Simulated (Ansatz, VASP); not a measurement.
## Fe: VASP beside Ansatz

INCAR

```
PREC = Accurate
ENCUT = 520
EDIFF = 1E-6
ISMEAR = -1
SIGMA = 0.05
LREAL = F
LASPH = T
NELM = 150
ALGO = Normal
ISIF = 2
LWAVE = F
LCHARG = F
MAGMOM = 0 0 2.303
LORBIT = 11
LSORBIT = T
GGA_COMPAT = F
LORBMOM = T
LMAXMIX = 4
GGA = RP
NBANDS = 19
```

KPOINTS

```
Automatic mesh
0
Gamma
  15 15 15
```

POSCAR

```
Fe
1.0
   -1.4303483045      1.4303483045      1.4303483045
    1.4303483045     -1.4303483045      1.4303483045
    1.4303483045      1.4303483045     -1.4303483045
Fe
1
Direct
    0.0000000000      0.0000000000      0.0000000000
```

Input for Ansatz:

```yaml
crystal:
  lattice:
    - [-1.4303483045, 1.4303483045, 1.4303483045]
    - [1.4303483045, -1.4303483045, 1.4303483045]
    - [1.4303483045, 1.4303483045, -1.4303483045]
  atoms:
    - { symbol: Fe, position: [0.0, 0.0, 0.0], spin: 2.303, spin_axis: [0, 0, 1] }
hamiltonian:
  xc: rpbe
  pseudopotentials:
    kind: paw_fr
    azcp:
      Fe: "pseudopotentials/Fe.paw.azcp"
basis:
  ecutwfc: 420
  fft_grid_basis: typed
kpoints:
  mp_grid: { grid: [15, 15, 15], shift: [0, 0, 0] }
magnetization:
  noncollinear: true
  spin_orbit: true
scf:
  occupations: { method: fermi_dirac, width: 0.05 }
```

Alike in both runs: task single point; functional RPBE; k mesh 15 × 15 × 15; occupations fermi-dirac, width 0.05 eV; non-collinear spin, spin-orbit coupling.

|  | VASP | Ansatz |
| --- | --- | --- |
| version | VASP 6.6.1 | Ansatz 0.2.0 |
| potentials or method | VASP PAW PBE potentials, release 64 (Fe), cutoff 520 eV | plane waves (420 eV) with PAW, fully relativistic with spin-orbit coupling |
| valence electrons in the cell | 8 | 16 |

|  | VASP | Ansatz | Ansatz less VASP |
| --- | --- | --- | --- |
| net moment per atom (μB) | 2.24 | 2.22 | -0.024 |

VASP's potentials were made for PBE, not for RPBE. The functional is the same, so the differences come from potentials, cutoffs and numerics. VASP's potentials hold 8 valence electrons a cell and Ansatz's 16, so a difference there can come from the potentials and not from the codes.
